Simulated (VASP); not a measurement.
# Tl (P6_3/mmc) in VASP: notebook

Tl is run at these levels: PBEsol; tasks: single point.

Program: VASP 6.6.1. These are calculated values, not measurements. Logs are shortened: lines on timing, memory, paths and dates and some standing lists are left out, and cuts for length are marked.

## 1. The cell of the first run

It takes space group P6_3/mmc (No. 194, hexagonal). The conventional cell has a = 3.594 Å, b = 3.594 Å, c = 5.304 Å, α = 90.00°, β = 90.00°, γ = 120.00°. Tl (site symmetry -6m2) has 12 Tl at 3.37 to 3.59 Å within 4.4 Å.

## 2. Single point, PBEsol (strain +0.040 along x and y, -0.040 along z)

Input file INCAR:

```
SYSTEM = Tl
PREC = Accurate
ENCUT = 520
EDIFF = 1E-6
ISMEAR = 0
SIGMA = 0.15
LREAL = .False.
LASPH = .True.
NELM = 80
ALGO = Fast
ISIF = 2
LWAVE = .False.
LCHARG = .True.
GGA = PS
LELF = .True.
LVHAR = .True.
NBANDS = 20
```

Input file KPOINTS:

```
regular mesh
0
Gamma
  18 18 10
  0 0 0
```

Input file POSCAR:

```
Tl
1.0
    3.5942382908      0.0000000000      0.0000000000
   -1.7971191454      3.1127016671      0.0000000000
    0.0000000000      0.0000000000      5.3040000000
Tl
2
Direct
    0.3333333333      0.6666666667      0.2500000000
    0.6666666667      0.3333333333      0.7500000000
```

Potentials or basis: VASP PAW PBE potentials, release 64 (Tl_d).

Launch:

```
$ cat potpaw_PBE.64/Tl_d/POTCAR > POTCAR
$ mpirun -np 1 vasp_std > vasp.out
```

OUTCAR:

```text
SYSTEM = Tl
   PREC = Accurate
   ENCUT = 520
   EDIFF = 1E-6
   ISMEAR = 0
   LREAL = .False.
   LASPH = .True.
   NELM = 80
   ISIF = 2
   GGA = PS

 ion  position               nearest neighbor table
   1  0.333  0.667  0.250-   2 3.37   2 3.37   2 3.37   2 3.37   2 3.37   2 3.37
   2  0.667  0.333  0.750-   1 3.37   1 3.37   1 3.37   1 3.37   1 3.37   1 3.37

  LATTYP: Found a hexagonal cell.
 ALAT       =     3.5942382908
 C/A-ratio  =     1.4756951462

  Lattice vectors:

 A1 = (   3.5942382908,   0.0000000000,   0.0000000000)
 A2 = (  -1.7971191454,   3.1127016671,   0.0000000000)
 A3 = (   0.0000000000,   0.0000000000,   5.3040000000)

Analysis of symmetry for initial positions (statically):
=====================================================================
 Subroutine PRICEL returns:
 Original cell was already a primitive cell.

 Routine SETGRP: Setting up the symmetry group for a
 hexagonal supercell.

 Subroutine GETGRP returns: Found 24 space group operations
 (whereof 12 operations were pure point group operations)
 out of a pool of 24 trial point group operations.

The static configuration has the point symmetry D_3d.
 The point group associated with its full space group is D_6h.

Analysis of symmetry for dynamics (positions and initial velocities):
=====================================================================
 Subroutine PRICEL returns:
 Original cell was already a primitive cell.

 Routine SETGRP: Setting up the symmetry group for a
 hexagonal supercell.

 Subroutine GETGRP returns: Found 24 space group operations
 (whereof 12 operations were pure point group operations)
 out of a pool of 24 trial point group operations.

The dynamic configuration has the point symmetry D_3d.
 The point group associated with its full space group is D_6h.

 Subroutine INISYM returns: Found 24 space group operations
 (whereof 12 operations are pure point group operations),
 and found     1 'primitive' translations

----------------------------------------------------------------------------------------

                                     Primitive cell

  volume of cell :      59.3400

  direct lattice vectors                    reciprocal lattice vectors
     3.594238291  0.000000000  0.000000000     0.278223067  0.160632162  0.000000000
    -1.797119145  3.112701667  0.000000000     0.000000000  0.321264325  0.000000000
     0.000000000  0.000000000  5.304000000     0.000000000  0.000000000  0.188536953

  length of vectors
     3.594238291  3.594238291  5.304000000     0.321264325  0.321264325  0.188536953

  position of ions in fractional coordinates (direct lattice)
     0.333333333  0.666666667  0.250000000
     0.666666667  0.333333333  0.750000000

  ion indices of the primitive-cell ions
   primitive index   ion index
                 1           1
                 2           2

----------------------------------------------------------------------------------------

 KPOINTS: regular mesh

Automatic generation of k-mesh.
 Grid dimensions read from file:
 generate k-points for:   18   18   10

 Generating k-lattice:

  Cartesian coordinates                     Fractional coordinates (reciprocal lattice)
     0.015456837  0.008924009  0.000000000     0.055555556  0.000000000  0.000000000
     0.000000000  0.017848018  0.000000000     0.000000000  0.055555556  0.000000000
     0.000000000  0.000000000  0.018853695     0.000000000  0.000000000  0.100000000

  Length of vectors
     0.017848018  0.017848018  0.018853695

  Shift w.r.t. Gamma in fractional coordinates (k-lattice)
     0.000000000  0.000000000  0.000000000

 Subroutine IBZKPT returns following result:
 ===========================================

 Found    222 irreducible k-points:

 Following reciprocal coordinates:
            Coordinates               Weight
  0.000000  0.000000  0.000000      1.000000
  0.055556 -0.000000  0.000000      6.000000
  0.111111 -0.000000  0.000000      6.000000
  0.166667 -0.000000  0.000000      6.000000
  0.222222 -0.000000  0.000000      6.000000
  0.277778 -0.000000  0.000000      6.000000
[... 16 lines left out ...]
  0.333333  0.111111  0.000000     12.000000
  0.388889  0.111111  0.000000     12.000000
 [... further k-points ...]
   k-points           NKPTS =    222   k-points in BZ     NKDIM =    222   number of bands    NBANDS=     20
   number of dos      NEDOS =    301   number of ions     NIONS =      2
   total plane-waves  NPLWV =  31360
   dimension x,y,z NGX =    28 NGY =   28 NGZ =   40
   dimension x,y,z NGXF=    56 NGYF=   56 NGZF=   80
   ions per type =               2
   NGX,Y,Z   is equivalent  to a cutoff of  12.95, 12.95, 12.54 a.u.
   NGXF,Y,Z  is equivalent  to a cutoff of  25.90, 25.90, 25.07 a.u.
 SYSTEM =  Tl
   PREC   = accura    normal or accurate (medium, high low for compatibility)
   ISTART =      0    job   : 0-new  1-cont  2-samecut
   ICHARG =      2    charge: 1-file 2-atom 10-const
   ISPIN  =      1    spin polarized calculation?
   LNONCOLLINEAR =      F non collinear calculations
   LSORBIT =      F    spin-orbit coupling
   LASPH  =      T    aspherical Exc in radial PAW
   ENCUT  =  520.0 eV  38.22 Ry    6.18 a.u.   6.68  6.68  9.86*2*pi/ulx,y,z
   NELM   =     80;   NELMIN=  2; NELMDL= -5     # of ELM steps
   EDIFF  = 0.1E-05   stopping-criterion for ELM
   LREAL  =      F    real-space projection
   EDIFFG = 0.1E-04   stopping-criterion for IOM
   NSW    =      0    number of steps for IOM
   IBRION =     -1    ionic relax: 0-MD 1-quasi-New 2-CG
   NFREE  =      0    steps in history (QN), initial steepest desc. (CG)
   ISIF   =      2    stress and relaxation
   ISYM   =      2    0-nonsym 1-usesym 2-fastsym
   POTIM  = 0.5000    time-step for ionic-motion
   TEBEG  =    0.0;   TEEND  =   0.0 temperature during run
   PSTRESS=    0.0 pullay stress
   NELECT =      26.0000    total number of electrons
   NUPDOWN=      -1.0000    fix difference up-down
   EMIN   =  10.00;   EMAX   =-10.00  energy-range for DOS
   EFERMI =   0.00;   METHOD = LEGACY
   ISMEAR =     0;   SIGMA  =   0.15  broadening in eV -4-tet -1-fermi 0-gaus
   EFERMI_NEDOS =   21; number of points for ismear=-14 and -15
   IALGO  =     68    algorithm
   IMIX   =      4    mixing-type and parameters
     AMIX     =   0.40;   BMIX     =  1.00
     AMIX_MAG =   1.60;   BMIX_MAG =  1.00
  volume/ion in A,a.u.               =      29.67       200.22
  Fermi-wavevector in a.u.,A,eV,Ry     =   1.243417  2.349717 21.035761  1.546085
  Thomas-Fermi vector in A             =   2.377728
   LORBIT       =      0    0 simple, 1 ext, 2 COOP (PROOUT), +10 PAW based schemes
   GGA     = PS    functional components
   LHFCALC =     F    Hartree Fock is set to
   AEXX    =    0.0000 exact exchange contribution
   IVDW    =     0    specifies the selected vdW correction
   LEPSILON=     F    determine dielectric tensor
   LRPA    =     F    only Hartree local field effects (RPA)
 non-spin polarized calculation
 RMM-DIIS sequential band-by-band and
 Gauss-broadening in eV      SIGMA  =   0.15
  energy-cutoff  :      520.00
  volume of cell :       59.34
 maximum number of plane-waves:      1628
 NGX is ok and might be reduce to    28
   NGX = 13   NGY = 13   NGZ = 19

 number of electron      26.0000007 magnetization

 Free energy of the ion-electron system (eV)
  ---------------------------------------------------
  ext. energy  EPLUGINS =         0.00000000
  ---------------------------------------------------
  free energy    TOTEN  =        -5.24528813 eV

  energy without entropy =       -5.23404155  energy(sigma->0) =       -5.23966484

 E-fermi :   5.9964     XC(G=0): -10.1765

 val. band max:        5.9916131132   @ k =   0.3889   0.0556   0.3000
 cond. band min:       5.9979228832   @ k =   0.2778   0.1111   0.0000
 fundamental gap:      0.0063097699
 Fermi energy:         5.9963954142

 k-point     1 :       0.0000    0.0000    0.0000
  band No.  band energies     occupation
      1      -5.6703      2.00000
      2      -5.4354      2.00000
      3      -5.4354      2.00000
      4      -5.4255      2.00000
      5      -5.4255      2.00000
      6      -5.3800      2.00000
[... 12 lines left out ...]
     19      15.7567      0.00000
     20      17.7972      0.00000

 k-point     2 :       0.0556   -0.0000    0.0000
  band No.  band energies     occupation
      1      -5.6632      2.00000
      2      -5.4537      2.00000
      3      -5.4314      2.00000
      4      -5.4306      2.00000
      5      -5.4253      2.00000
      6      -5.3722      2.00000
[... 12 lines left out ...]
     19      16.2614      0.00000
     20      17.4584      0.00000

 k-point     3 :       0.1111   -0.0000    0.0000
  band No.  band energies     occupation
      1      -5.6472      2.00000
      2      -5.4822      2.00000
      3      -5.4478      2.00000
      4      -5.4460      2.00000
      5      -5.3958      2.00000
      6      -5.3693      2.00000
[... 12 lines left out ...]
     19      16.6083      0.00000
     20      16.9091      0.00000

 k-point     4 :       0.1667   -0.0000    0.0000
  band No.  band energies     occupation
      1      -5.6401      2.00000
      2      -5.4990      2.00000
      3      -5.4717      2.00000
      4      -5.4716      2.00000
      5      -5.3639      2.00000
      6      -5.3505      2.00000
[... 12 lines left out ...]
     19      15.6366      0.00000
     20      17.5784      0.00000

 k-point     5 :       0.2222   -0.0000    0.0000
  band No.  band energies     occupation
      1      -5.6573      2.00000
      2      -5.5068      2.00000
      3      -5.4994      2.00000
      4      -5.4990      2.00000
      5      -5.3499      2.00000
      6      -5.2950      2.00000
[... 12 lines left out ...]
     19      15.3962      0.00000
     20      16.9294      0.00000
[... 353 lines left out ...]
      6      -5.2275      2.00000
[... 12 lines left out ...]
     19      15.3686      0.00000
     20      15.4484      0.00000

 k-point    22 :       0.2778    0.1111    0.0000
  band No.  band energies     occupation
      1      -5.6810      2.00000
      2      -5.6319      2.00000
      3      -5.5185      2.00000
      4      -5.5171      2.00000
      5      -5.2942      2.00000
      6      -5.2179      2.00000
[... 12 lines left out ...]
     19      15.0473      0.00000
     20      15.1077      0.00000

 k-point    23 :       0.3333    0.1111    0.0000
  band No.  band energies     occupation
      1      -5.7076      2.00000
      2      -5.6685      2.00000
      3      -5.5286      2.00000
      4      -5.5137      2.00000
      5      -5.2684      2.00000
      6      -5.2417      2.00000
[... 12 lines left out ...]
     19      14.7689      0.00000
     20      14.9199      0.00000

 k-point    24 :       0.3889    0.1111    0.0000
  band No.  band energies     occupation
      1      -5.7249      2.00000
      2      -5.6925      2.00000
      3      -5.5358      2.00000
      4      -5.5135      2.00000
      5      -5.2564      2.00000
      6      -5.2467      2.00000
[... 12 lines left out ...]
     19      14.6039      0.00000
     20      14.8076      0.00000

 [... further k-points ...]
[... 5 lines left out ...]
  --------------------------------------------------------------------------------------
  -------------------------------------------------------------------------------------
  Total       -0.5362674     -0.5362674      0.0224230      0.0000000      0.0000000      0.0000000
  in kB      -14.4791837    -14.4791837      0.6054202      0.0000000      0.0000000      0.0000000
  external PRESSURE =      -9.4509824 kB  Pullay stress =       0.0000000 kB

 VOLUME and BASIS-vectors are now :
 -----------------------------------------------------------------------------
  energy-cutoff  :      520.00
  volume of cell :       59.34
      direct lattice vectors                 reciprocal lattice vectors
     3.594238291  0.000000000  0.000000000     0.278223067  0.160632162  0.000000000
    -1.797119145  3.112701667  0.000000000     0.000000000  0.321264325  0.000000000
     0.000000000  0.000000000  5.304000000     0.000000000  0.000000000  0.188536953

 POSITION                                       TOTAL-FORCE (eV/Angst)
 -----------------------------------------------------------------------------------
     -0.00000      2.07513      1.32600         0.000000      0.000000      0.000000
      1.79712      1.03757      3.97800        -0.000000     -0.000000      0.000000
 -----------------------------------------------------------------------------------
    total drift:                                0.000000     -0.000000      0.000000

  FREE ENERGIE OF THE ION-ELECTRON SYSTEM (eV)
  ---------------------------------------------------
  free  energy   TOTEN  =        -5.2452881259 eV

  energy  without entropy=       -5.2340415455  energy(sigma->0) =       -5.23966484
```

Run time: 3.8 min. Hardware: 1 thread of Oxide Virtual Turin-like, shared host; peak memory 0.3 GiB.

Results:

```yaml
Free_energy: -5.2453 eV
Pressure: -0.9 GPa
Band_gap_on_the_k_mesh: zero (band 13 reaches 10.36 eV, above the bottom of band 14 at 3.82 eV)
```

Levels at points of the mesh, in eV from the Fermi level:
```
           k point  band 11  band 12  band 13  band 14  band 15  band 16
(0.00, 0.00, 0.00)    -9.82    -4.36    -2.42     6.81     6.81     9.04
(0.50, 0.00, 0.00)    -6.06    -4.86    -0.33     1.11     1.42     3.16
(0.00, 0.00, 0.50)    -8.29    -8.29     4.36     4.36     7.91     7.91
(0.50, 0.00, 0.50)    -4.89    -4.89    -2.18    -2.18     5.02     5.02
```

Caveat: the cell differs from its parent crystal (strain +0.040 along x and y, -0.040 along z); the PAW data sets were made with another functional, which shifts forces and pressure a little; spin-orbit coupling is left out, which moves the levels of the heavy elements.

## 3. Single point, PBEsol (strain +0.000 along x and y, +0.040 along z)

Input file INCAR:

```
SYSTEM = Tl
  ALGO = Fast
  EDIFF = 1E-7
  ENCUT = 520
  GGA = PS
  ISIF = 2
  ISMEAR = 0
  LASPH = .True.
  LCHARG = .True.
  LELF = .True.
  LREAL = .False.
  LVHAR = .True.
  LWAVE = .False.
  NBANDS = 20
  NELM = 80
  PREC = Accurate
  SIGMA = 0.15
```

Input file KPOINTS:

```
k-points
0
Gamma
  18 18 10
  0 0 0
```

Input file POSCAR:

```
Tl
1.0
    3.4559983565      0.0000000000      0.0000000000
   -1.7279991783      2.9929823722      0.0000000000
    0.0000000000      0.0000000000      5.7460000000
Tl
2
Direct
    0.3333333333      0.6666666667      0.2500000000
    0.6666666667      0.3333333333      0.7500000000
```

Potentials or basis: VASP PAW PBE potentials, release 64 (Tl_d).

Launch:

```
$ cat potpaw_PBE.64/Tl_d/POTCAR > POTCAR
$ mpirun -np 1 vasp_std > vasp.out
```

Wall time 3.4 min (1 thread of Oxide Virtual Turin-like, shared host); peak memory 0.31 GiB.

It converged, with:

| Quantity | Value |
| --- | --- |
| Free energy | -5.2502 eV |
| Pressure | -1.4 GPa |
| Band gap on the k mesh | zero (band 13 reaches 8.97 eV, above the bottom of band 14 at 3.81 eV) |

Stress tensor (GPa, compression positive):
```
-0.96  0.00  0.00
 0.00 -0.96  0.00
 0.00  0.00 -2.20
```

Levels at points of the mesh, in eV from the Fermi level:
```csv
k point,band 11,band 12,band 13,band 14,band 15,band 16
"(0.00, 0.00, 0.00)",-9.82,-5.51,-2.84,8.17,8.17,9.65
"(0.50, 0.00, 0.00)",-5.61,-4.57,-0.96,0.21,1.30,3.61
"(0.00, 0.00, 0.50)",-8.51,-8.51,2.67,2.67,9.06,9.06
"(0.50, 0.00, 0.50)",-4.68,-4.68,-2.18,-2.18,5.59,5.59
```

Caveat: the cell differs from its parent crystal (strain +0.000 along x and y, +0.040 along z); the PAW data sets were made with another functional, which shifts forces and pressure a little; spin-orbit coupling is left out, which moves the levels of the heavy elements.

## 4. Single point, PBEsol (strain +0.080 along x and y, -0.080 along z)

Input file INCAR:

```
PREC = Accurate
ENCUT = 520
EDIFF = 1E-6
ISMEAR = 0
SIGMA = 0.15
LREAL = False
LASPH = True
NELM = 80
ALGO = Fast
ISIF = 2
LWAVE = False
LCHARG = False
GGA = PS
NBANDS = 20
```

Input file KPOINTS:

```
regular mesh
0
Gamma
  18 18 10
```

Input file POSCAR:

```
Tl
1.0
    3.7324782250      0.0000000000      0.0000000000
   -1.8662391125      3.2324209619      0.0000000000
    0.0000000000      0.0000000000      5.0830000000
Tl
2
Direct
    0.3333333333      0.6666666667      0.2500000000
    0.6666666667      0.3333333333      0.7500000000
```

Launch:

```
$ cat potpaw_PBE.64/Tl_d/POTCAR > POTCAR
$ mpirun -np 1 vasp_std > vasp.out
```

It took 3.8 min on 1 thread of Oxide Virtual Turin-like, shared host; peak memory 0.29 GiB.

It converged, with:

* Free energy: -5.1999 eV
* Pressure: -1.5 GPa
* Band gap on the k mesh: zero (band 13 reaches 10.94 eV, above the bottom of band 14 at 3.59 eV)

Stress tensor (GPa, compression positive):
```
-2.04  0.00  0.00
 0.00 -2.04  0.00
 0.00  0.00 -0.38
```

Levels at points of the mesh, in eV from the Fermi level:
```
           k point  band 10  band 11  band 12  band 13  band 14  band 15  band 16  band 17
(0.00, 0.00, 0.00)   -11.00    -9.64    -3.64    -1.94     5.78     5.78     8.16     8.16
(0.50, 0.00, 0.00)   -10.90    -6.32    -5.01     0.05     1.56     1.74     2.51     4.04
(0.00, 0.00, 0.50)   -11.08    -7.99    -7.99     5.27     5.27     7.01     7.01     7.01
(0.50, 0.00, 0.50)   -11.05    -5.03    -5.03    -2.08    -2.08     4.56     4.56     6.21
```

Caveat: the cell differs from its parent crystal (strain +0.080 along x and y, -0.080 along z); the PAW data sets were made with another functional, which shifts forces and pressure a little; spin-orbit coupling is left out, which moves the levels of the heavy elements.

## 5. Overview

```csv
cell,further INCAR settings,gap on the mesh (eV),pressure (GPa)
"a = 3.594, b = 3.594, c = 5.304 Å, angles 90.0, 90.0, 120.0°, 2 atoms",ALGO = Fast; EDIFF = 1e-06; NBANDS = 20,none,-0.9
"a = 3.456, b = 3.456, c = 5.746 Å, angles 90.0, 90.0, 120.0°, 2 atoms",ALGO = Fast; EDIFF = 1e-07; NBANDS = 20,none,-1.4
"a = 3.732, b = 3.732, c = 5.083 Å, angles 90.0, 90.0, 120.0°, 2 atoms",ALGO = Fast; EDIFF = 1e-06; NBANDS = 20,none,-1.5
```

Alike in all rows: task single point; level PBEsol; potentials or basis VASP PAW PBE potentials, release 64 (Tl_d); no spin polarisation; k mesh 18 × 18 × 10; cutoff (eV) 520; smearing gaussian 0.15 eV.

Caveats: the PAW data sets were made with another functional, which shifts forces and pressure a little; spin-orbit coupling is left out, which moves the levels of the heavy elements.

Total energies depend on the potentials used, so only differences within one code and one set of settings carry meaning.
